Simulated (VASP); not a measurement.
Crystal: Yb.

```
CELL_PARAMETERS angstrom
0.00000 2.74310 2.74310
2.74310 0.00000 2.74310
2.74310 2.74310 0.00000
ATOMIC_POSITIONS crystal
Yb 0.00000 0.00000 0.00000
```

Base run:

* Program: VASP 6.6.1
* Functional: PBE
* Potentials or basis: VASP PAW PBE potentials, release 64 (Yb)
* Cutoff: 520 eV
* k mesh: 7 × 7 × 7
* Occupations: fermi-dirac, width 0.05 eV
* Spin: collinear spin, ferromagnetic start
* Starting moments: [0.5] μB
* Fixed moment: 0.5 μB

Its results: pressure 0.9 GPa; site moments Yb +0.24 μB.

**Question.** The run is repeated on the same cell with these changes: fixed moment from 0.5 μB to 2 μB; moments at the start from [0.5] to [2.0]. What comes out?

**Answer.** Pressure -2.7 GPa; site moments Yb +0.89 μB.

Caveats: the total moment is fixed, so each spin has its own Fermi level.
